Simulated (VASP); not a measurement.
## Ga: single point with RPBE+D3(BJ)

Crystal: Ga.

```
CELL_PARAMETERS angstrom
-1.31617 1.31617 2.10567
1.31617 -1.31617 2.10567
1.31617 1.31617 -2.10567
ATOMIC_POSITIONS crystal
Ga 0.00000 0.00000 0.00000
```

- Program: VASP 6.6.1
- Task: single point
- Functional: RPBE
- Dispersion: D3(BJ)
- Potentials or basis: VASP PAW PBE potentials, release 64 (Ga_d)
- Cutoff: 520 eV
- k mesh: 13 × 13 × 13
- Occupations: fermi-dirac, width 0.05 eV
- Spin: no spin polarisation
- Dipole correction: no
- Further INCAR settings: ALGO = Normal; EDIFF = 1e-06; NBANDS = 12

* Pressure: 0.3 GPa
* Band gap on the k mesh: zero (an odd number of electrons rules out a gap without spin polarisation)
* Dispersion energy per atom: -2.290 eV

Levels at points of the mesh, in eV from the Fermi level:
| k point | band 3 | band 4 | band 5 | band 6 | band 7 | band 8 | band 9 | band 10 |
| --- | --- | --- | --- | --- | --- | --- | --- | --- |
| (0.00, 0.00, 0.00) | -15.33 | -15.30 | -15.08 | -13.35 | 15.28 | 15.28 | 15.52 | 17.35 |

It took 18 s on 1 thread of Intel Xeon 8259CL (shared host), peak memory 0.17 GiB.

Caveat: the PAW data sets were made with another functional, which shifts forces and pressure a little.
